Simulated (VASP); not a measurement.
Set up this calculation in VASP 6.6.1, as the native input.

| Property | Result |
| --- | --- |
| Task | single point |
| Functional | PBE |
| Potentials or basis | VASP PAW PBE potentials, release 64 (Sn_d, Se) |
| Cutoff | 500 eV |
| k mesh | 3 × 3 × 3 |
| Occupations | gaussian, width 0.2 eV |
| Spin | no spin polarisation |
| Dipole correction | no |
| Further INCAR settings | ALGO = Normal; EDIFF = 1e-06; NBANDS = 46 |

The structure of Sn4Se3 lies in POSCAR:

```
Sn4Se3
1.0
    5.9331372211      0.0000000000      0.0000000000
    0.0000000000      5.9331372211      0.0000000000
    0.0000000000      0.0000000000      5.9331372211
Sn Se
4 3
Direct
    0.5000000000      0.5000000000      0.5000000000
    0.5000000000      0.0000000000      0.0000000000
    0.0000000000      0.5000000000      0.0000000000
    0.0000000000      0.0000000000      0.5000000000
    0.5000000000      0.5000000000      0.0000000000
    0.0000000000      0.5000000000      0.5000000000
    0.5000000000      0.0000000000      0.5000000000
```

The cell was built from a structure type or drawn by symmetry, and may not be a known phase.

The input as run:

INCAR

```
SYSTEM = Sn4Se3
  PREC = Accurate
  ENCUT = 500
  EDIFF = 1E-6
  ISMEAR = 0
  SIGMA = 0.2
  LREAL = .FALSE.
  LASPH = .TRUE.
  NELM = 120
  ALGO = Normal
  ISIF = 2
  LWAVE = .FALSE.
  LCHARG = .TRUE.
  GGA = PE
  LELF = .TRUE.
  LVHAR = .TRUE.
  NBANDS = 46
  GGA_COMPAT = .FALSE.
```

KPOINTS

```
regular mesh
0
G
  3 3 3
  0 0 0
```

Potentials or basis: VASP PAW PBE potentials, release 64 (Sn_d, Se).

Run with:

```sh
$ cat potpaw_PBE.64/Sn_d/POTCAR potpaw_PBE.64/Se/POTCAR > POTCAR
$ mpirun -np 1 vasp_std > vasp.out
```

It gave:

The pressure is 0.4 GPa and the band gap on the k mesh is zero (bands 37 and 38 overlap by 1.10 eV).

Caveat: spin-orbit coupling is left out, which moves the levels of the heavy elements.

Wall time 32 s on 1 thread of AMD EPYC 9R45 96-Core Processor (Zen 5) (shared host), peak memory 0.29 GiB.
